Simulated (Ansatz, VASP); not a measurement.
# Ru: VASP beside Ansatz

Contents of INCAR:

```
ALGO = Fast
EDIFF = 1E-7
ENCUT = 520
GGA = PE
ISIF = 2
ISMEAR = 0
LASPH = T
LCHARG = T
LELF = T
LREAL = F
LVHAR = T
LWAVE = F
NBANDS = 13
NELM = 80
PREC = Accurate
SIGMA = 0.15
```

The input KPOINTS:

```
k-points
0
Gamma
  22 22 22
```

Contents of POSCAR:

```
Ru
1.0
    0.0000000000      2.1115312274      1.6748665696
    2.1115312274      0.0000000000      1.6748665696
    2.1115312274      2.1115312274      0.0000000000
Ru
1
Direct
    0.0000000000      0.0000000000      0.0000000000
```

Input for Ansatz:

```yaml
crystal:
  lattice:
    - [0.0, 2.1115312274, 1.6748665696]
    - [2.1115312274, 0.0, 1.6748665696]
    - [2.1115312274, 2.1115312274, 0.0]
  atoms:
    - { symbol: Ru, position: [0.0, 0.0, 0.0] }
basis:
  ecutwfc: 420
kpoints:
  mp_grid: { grid: [22, 22, 22] }
hamiltonian:
  xc: pbe
scf:
  occupations: { method: gaussian, width: 0.15 }
output:
  forces: true
  stress: true
  eigenvalues: true
```

Alike in both runs: task single point; functional PBE; k mesh 22 × 22 × 22; occupations gaussian, width 0.15 eV; no spin polarisation.

|  | VASP | Ansatz |
| --- | --- | --- |
| version | VASP 6.6.1 | Ansatz 0.2.0 |
| potentials or method | VASP PAW PBE potentials, release 64 (Ru_pv), cutoff 520 eV | scalar-relativistic, plane waves, PAW |
| valence electrons in the cell | 14 | 16 |

Ansatz gave:

* gap on the k mesh at the Fermi level (eV): none
* pressure (GPa): -14.1
* traceless stress, the component that is largest in VASP (GPa): 23.30

Task: Which values does VASP return?

Result: gap on the k mesh at the Fermi level (eV): none; pressure (GPa): -14.2; traceless stress, the component that is largest in VASP (GPa): 23.25.

A gap of «none» marks a metal or a gap that the smearing closes. VASP's potentials hold 14 valence electrons a cell and Ansatz's 16, so a difference there can come from the potentials and not from the codes.
